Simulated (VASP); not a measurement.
# SrMg2Bi2 (P-3m1) in VASP: single point with LDA

Aim: the single point of SrMg2Bi2 with LDA.

All numbers are computed with VASP 6.6.1; they aren't measurements. Logs are shortened: lines on timing, memory, paths and dates and some standing lists are left out, and cuts for length are marked.

## 1. The cell of the first run

The structure is trigonal, space group P-3m1 (No. 164). Conventional cell: a = 5.099 Å, b = 5.099 Å, c = 7.163 Å, α = 90.00°, β = 90.00°, γ = 120.00°. Within 4.5 Å of Sr (site symmetry -3m) lie 6 Bi at 3.46 Å and 6 Mg at 3.99 Å. Mg (site symmetry 3m) has 4 Bi at 2.66 to 3.07 Å and 3 Mg at 3.45 Å within 3.5 Å. Bi (site symmetry 3m) has 4 Mg at 2.66 to 3.07 Å and 3 Sr at 3.46 Å within 3.5 Å.

## 2. Single point, LDA

File INCAR:

```
ALGO = Normal ; EDIFF = 1E-7
ENCUT = 520 ; ISIF = 2
ISMEAR = 0 ; LASPH = True
LCHARG = False ; LREAL = False
LWAVE = False ; NBANDS = 30
NELM = 80 ; PREC = Accurate
SIGMA = 0.03
```

File KPOINTS:

```
k-points
0
Gamma
  9 9 6
```

File POSCAR:

```
SrMg2Bi2
1.0
    5.0985698670      0.0000000000      0.0000000000
   -2.5492849335      4.4154910278      0.0000000000
    0.0000000000      0.0000000000      7.1631821317
Sr Mg Bi
1 2 2
Direct
    0.0000000000      0.0000000000      0.0000000000
    0.6666666667      0.3333333333      0.3750441600
    0.3333333333      0.6666666667      0.6249558400
    0.6666666667      0.3333333333      0.7467348600
    0.3333333333      0.6666666667      0.2532651400
```

Potentials or basis: VASP PAW LDA potentials, release 64 (Sr_sv, Mg, Bi_d).

Started as:

```bash
cat potpaw_LDA.64/Sr_sv/POTCAR potpaw_LDA.64/Mg/POTCAR potpaw_LDA.64/Bi_d/POTCAR > POTCAR
mpirun -np 1 vasp_std > vasp.out
```

OUTCAR:

```text
EDIFF = 1E-7
   ENCUT = 520
   ISIF = 2
   ISMEAR = 0
   LASPH = True
   LREAL = False
   NELM = 80
   PREC = Accurate

 ion  position               nearest neighbor table
   1  0.000  0.000  0.000-   4 3.46   5 3.46   4 3.46   5 3.46   4 3.46   5 3.46   2 3.99   3 3.99
                             3 3.99   2 3.99   2 3.99   3 3.99
   2  0.667  0.333  0.375-   4 2.66   5 3.07   5 3.07   5 3.07   3 3.45   3 3.45   3 3.45   1 3.99
                             1 3.99   1 3.99
   3  0.333  0.667  0.625-   5 2.66   4 3.07   4 3.07   4 3.07   2 3.45   2 3.45   2 3.45   1 3.99
                             1 3.99   1 3.99
   4  0.667  0.333  0.747-   2 2.66   3 3.07   3 3.07   3 3.07   1 3.46   1 3.46   1 3.46
   5  0.333  0.667  0.253-   3 2.66   2 3.07   2 3.07   2 3.07   1 3.46   1 3.46   1 3.46

  LATTYP: Found a hexagonal cell.
 ALAT       =     5.0985698670
 C/A-ratio  =     1.4049394867

  Lattice vectors:

 A1 = (   5.0985698670,   0.0000000000,   0.0000000000)
 A2 = (  -2.5492849335,   4.4154910278,   0.0000000000)
 A3 = (   0.0000000000,   0.0000000000,   7.1631821317)

Analysis of symmetry for initial positions (statically):
=====================================================================
 Subroutine PRICEL returns:
 Original cell was already a primitive cell.

 Routine SETGRP: Setting up the symmetry group for a
 hexagonal supercell.

 Subroutine GETGRP returns: Found 12 space group operations
 (whereof 12 operations were pure point group operations)
 out of a pool of 24 trial point group operations.

The static configuration has the point symmetry D_3d.

Analysis of symmetry for dynamics (positions and initial velocities):
=====================================================================
 Subroutine PRICEL returns:
 Original cell was already a primitive cell.

 Routine SETGRP: Setting up the symmetry group for a
 hexagonal supercell.

 Subroutine GETGRP returns: Found 12 space group operations
 (whereof 12 operations were pure point group operations)
 out of a pool of 24 trial point group operations.

The dynamic configuration has the point symmetry D_3d.

 Subroutine INISYM returns: Found 12 space group operations
 (whereof 12 operations are pure point group operations),
 and found     1 'primitive' translations

----------------------------------------------------------------------------------------

[... 99 lines left out ...]
   LREAL  =      F    real-space projection
   EDIFFG = 0.1E-05   stopping-criterion for IOM
   NSW    =      0    number of steps for IOM
   IBRION =     -1    ionic relax: 0-MD 1-quasi-New 2-CG
   NFREE  =      0    steps in history (QN), initial steepest desc. (CG)
   ISIF   =      2    stress and relaxation
   ISYM   =      2    0-nonsym 1-usesym 2-fastsym
   POTIM  = 0.5000    time-step for ionic-motion
   TEBEG  =    0.0;   TEEND  =   0.0 temperature during run
   PSTRESS=    0.0 pullay stress
   NELECT =      44.0000    total number of electrons
   NUPDOWN=      -1.0000    fix difference up-down
   EMIN   =  10.00;   EMAX   =-10.00  energy-range for DOS
   EFERMI =   0.00;   METHOD = LEGACY
   ISMEAR =     0;   SIGMA  =   0.03  broadening in eV -4-tet -1-fermi 0-gaus
   EFERMI_NEDOS =   21; number of points for ismear=-14 and -15
   IALGO  =     38    algorithm
   IMIX   =      4    mixing-type and parameters
     AMIX     =   0.40;   BMIX     =  1.00
     AMIX_MAG =   1.60;   BMIX_MAG =  1.00
  volume/ion in A,a.u.               =      32.25       217.65
  Fermi-wavevector in a.u.,A,eV,Ry     =   1.061813  2.006535 15.339838  1.127446
  Thomas-Fermi vector in A             =   2.197242
   LORBIT       =      0    0 simple, 1 ext, 2 COOP (PROOUT), +10 PAW based schemes
   GGA     = CA    functional components
   LHFCALC =     F    Hartree Fock is set to
   AEXX    =    0.0000 exact exchange contribution
   IVDW    =     0    specifies the selected vdW correction
   LEPSILON=     F    determine dielectric tensor
   LRPA    =     F    only Hartree local field effects (RPA)
 non-spin polarized calculation
 Gauss-broadening in eV      SIGMA  =   0.03
  energy-cutoff  :      520.00
  volume of cell :      161.26
 maximum number of plane-waves:      4395
 NGX is ok and might be reduce to    40
   NGX = 19   NGY = 19   NGZ = 27

 number of electron      44.0000001 magnetization

 Free energy of the ion-electron system (eV)
  ---------------------------------------------------
  ext. energy  EPLUGINS =         0.00000000
  ---------------------------------------------------
  free energy    TOTEN  =       -17.49202197 eV

  energy without entropy =      -17.49202197  energy(sigma->0) =      -17.49202197

 E-fermi :   3.6308     XC(G=0):  -8.8927

 val. band max:        3.5125052617   @ k =   0.0000   0.0000   0.0000
 cond. band min:       3.7556584954   @ k =   0.0000   0.0000   0.0000
 fundamental gap:      0.2431532338
 Fermi energy:         3.6307921794

 k-point     1 :       0.0000    0.0000    0.0000
  band No.  band energies     occupation
      1     -31.9827      2.00000
      2     -18.2284      2.00000
      3     -18.2266      2.00000
      4     -18.2226      2.00000
      5     -18.2226      2.00000
      6     -18.2222      2.00000
[... 781 lines left out ...]
     29       7.4086      0.00000
     30       8.2321      0.00000

 [... further k-points ...]

------------------------ aborting loop because EDIFF is reached ----------------------------------------

  FORCE on cell =-STRESS in cart. coord.  units (eV):
  Direction    XX          YY          ZZ          XY          YZ          ZX
  --------------------------------------------------------------------------------------
  -------------------------------------------------------------------------------------
  Total       -4.5514263     -4.5514263      5.1332720      0.0000000      0.0000000      0.0000000
  in kB      -45.2193927    -45.2193927     51.0001540      0.0000000      0.0000000      0.0000000
  external PRESSURE =     -13.1462104 kB  Pullay stress =       0.0000000 kB

 VOLUME and BASIS-vectors are now :
 -----------------------------------------------------------------------------
  energy-cutoff  :      520.00
  volume of cell :      161.26
      direct lattice vectors                 reciprocal lattice vectors
     5.098569867  0.000000000  0.000000000     0.196133431  0.113237689  0.000000000
    -2.549284934  4.415491028  0.000000000     0.000000000  0.226475378  0.000000000
     0.000000000  0.000000000  7.163182132     0.000000000  0.000000000  0.139602761

 POSITION                                       TOTAL-FORCE (eV/Angst)
 -----------------------------------------------------------------------------------
      0.00000      0.00000      0.00000        -0.000000      0.000000      0.000000
      2.54928      1.47183      2.68651        -0.000000     -0.000000     -0.970734
     -0.00000      2.94366      4.47667        -0.000000      0.000000      0.970734
      2.54928      1.47183      5.34900         0.000000     -0.000000      1.009248
     -0.00000      2.94366      1.81418        -0.000000      0.000000     -1.009248
 -----------------------------------------------------------------------------------
    total drift:                                0.000000     -0.000000      0.000000

  FREE ENERGIE OF THE ION-ELECTRON SYSTEM (eV)
  ---------------------------------------------------
  free  energy   TOTEN  =       -17.4920219739 eV

  energy  without entropy=      -17.4920219739  energy(sigma->0) =      -17.49202197
```

OSZICAR:

```text
N       E                     dE             d eps       ncg     rms          rms(c)
DAV:   1     0.407457630302E+03    0.40746E+03   -0.21226E+04  3720   0.146E+03
DAV:   2     0.214788961483E+02   -0.38598E+03   -0.37462E+03  3802   0.388E+02
DAV:   3    -0.161187629855E+02   -0.37598E+02   -0.36856E+02  4542   0.137E+02
DAV:   4    -0.180958385809E+02   -0.19771E+01   -0.19703E+01  6238   0.297E+01
DAV:   5    -0.181520752933E+02   -0.56237E-01   -0.56216E-01  4934   0.397E+00    0.156E+01
DAV:   6    -0.176304153840E+02    0.52166E+00   -0.65892E-01  4976   0.265E+00    0.870E+00
DAV:   7    -0.174957195641E+02    0.13470E+00   -0.58774E-01  4492   0.335E+00    0.891E-01
DAV:   8    -0.174921032081E+02    0.36164E-02   -0.66619E-02  4836   0.163E+00    0.230E-01
DAV:   9    -0.174920281419E+02    0.75066E-04   -0.49423E-03  5464   0.591E-01    0.111E-01
DAV:  10    -0.174920203436E+02    0.77982E-05   -0.31477E-04  4790   0.988E-02    0.363E-02
DAV:  11    -0.174920216931E+02   -0.13494E-05   -0.19454E-05  4968   0.327E-02    0.113E-02
DAV:  12    -0.174920217496E+02   -0.56550E-07   -0.73985E-06  5010   0.102E-02    0.289E-03
DAV:  13    -0.174920219455E+02   -0.19592E-06   -0.52862E-07  4666   0.293E-03    0.171E-03
DAV:  14    -0.174920219739E+02   -0.28409E-07   -0.15780E-07  3294   0.199E-03
   1 F= -.17492022E+02 E0= -.17492022E+02  d E =-.721125E-11
```

stdout:

```text
POSCAR found type information on POSCAR SrMgBi
 POSCAR found :  3 types and       5 ions
 scaLAPACK will be used
 LDA part: xc-table for (Slater(with rela. corr.)+CA(PZ))
 , standard interpolation
 POSCAR, INCAR and KPOINTS ok, starting setup
 FFT: planning ... GRIDC
 FFT: planning ... GRID_SOFT
 FFT: planning ... GRID
 WAVECAR not read
 entering main loop
```

Wall time 4 min (1 thread of Intel Xeon Platinum 8259CL at 2.50GHz (Skylake/Cascade Lake), shared host); peak memory 0.44 GiB.

Results:

```
Free energy   : -17.4920 eV
Pressure      : -1.3 GPa
Largest force : 1.009 eV/Å
```

Forces on the atoms (eV/Å):
```
Sr   0.000  0.000  0.000
Mg   0.000  0.000 -0.971
Mg   0.000  0.000  0.971
Bi   0.000  0.000  1.009
Bi   0.000  0.000 -1.009
```

Levels at points of the mesh, in eV from the Fermi level:
| k point | band 19 | band 20 | band 21 | band 22 | band 23 | band 24 | band 25 | band 26 |
| --- | --- | --- | --- | --- | --- | --- | --- | --- |
| (0.00, 0.00, 0.00) | -1.62 | -0.23 | -0.23 | -0.12 | 0.12 | 0.49 | 2.32 | 2.32 |
| (0.00, 0.00, 0.50) | -1.12 | -1.12 | -1.02 | -1.02 | 0.73 | 1.31 | 1.95 | 1.95 |

Caveat: the stress differs along the axes, from -5 to 5 GPa; spin-orbit coupling is left out, which moves the levels of the heavy elements; forces of over 1 eV/Å act on the atoms, so gaps and moduli don't describe the material at rest.
